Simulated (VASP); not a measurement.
Wanted: the native input for a VASP 6.6.1 run.

| Item | Value |
| --- | --- |
| Task | single point |
| Functional | PBEsol |
| Dispersion | D3(BJ) |
| Potentials or basis | VASP PAW PBE potentials, release 64 (Te, Mo_sv, H) |
| Cutoff | 520 eV |
| k mesh | 9 × 9 × 2 |
| Occupations | gaussian, width 0.05 eV |
| Spin | no spin polarisation |
| Dipole correction | no |
| Further INCAR settings | ALGO = Normal; EDIFF = 1e-07; NBANDS = 50 |

The structure of Te6Mo3H (a cell with a defect) lies in POSCAR:

```
Te6Mo3H
1.0
    3.4334348991      0.0000000000      0.0000000000
   -1.7167174496      2.9734418449      0.0000000000
    0.0000000000      0.0000000000     20.7704276327
Te Mo H
6 3 1
Direct
    0.0000000000      0.0000000000      0.9125759158
    0.3333333333      0.6666666667      0.5917813750
    0.3333333333      0.6666666667      0.2333059430
    0.3333333333      0.6666666667      0.7666940570
    0.3333333333      0.6666666667      0.4082186250
    0.0000000000      0.0000000000      0.0874240842
    0.0000000000      0.0000000000      0.6791506171
    0.0000000000      0.0000000000      0.3208493829
    0.3333333333      0.6666666667      0.0000000000
   -0.3023098515     -0.6511549258      0.7523436355
```

One way to write it, as run:

INCAR

```
SYSTEM = Te6Mo3H
PREC     = Accurate       ! precision mode
ENCUT    = 520            ! plane-wave cutoff, eV
EDIFF    = 1E-7           ! SCF threshold, eV
ISMEAR   = 0              ! smearing method
SIGMA    = 0.05           ! smearing width, eV
LREAL    = .False.        ! projectors in reciprocal space
LASPH    = .True.         ! aspherical terms in the spheres
NELM     = 60             ! most SCF steps
ALGO     = Normal         ! electronic algorithm
ISIF     = 2              ! what is computed and relaxed
LWAVE    = .False.        ! write WAVECAR
LCHARG   = .True.         ! write CHGCAR
GGA      = PS             ! functional
IVDW     = 12             ! dispersion correction
LELF     = .True.         ! ELF
LVHAR    = .True.       
NBANDS   = 50             ! bands
```

KPOINTS

```
Automatic mesh
0
Gamma
  9 9 2
  0 0 0
```

Potentials or basis: VASP PAW PBE potentials, release 64 (Te, Mo_sv, H).

Run with:

```console
$ cat potpaw_PBE.64/Te/POTCAR potpaw_PBE.64/Mo_sv/POTCAR potpaw_PBE.64/H/POTCAR > POTCAR
$ mpirun -np 1 vasp_std > vasp.out
```

Results of the run:

```
Pressure                   : 2.6 GPa
Largest force              : 2.038 eV/Å
Band gap on the k mesh     : zero (an odd number of electrons rules out a gap without spin polarisation)
Dispersion energy per atom : -0.504 eV
```

Caveat: the PAW data sets were made with another functional, which shifts forces and pressure a little; spin-orbit coupling is left out, which moves the levels of the heavy elements; an odd number of electrons without spin polarisation forces a metal; a magnetic or distorted state may lie lower.

It took 18 min on 1 thread of Intel(R) Xeon(R) Platinum 8488C (Sapphire Rapids), on a shared host, peak memory 0.62 GiB.
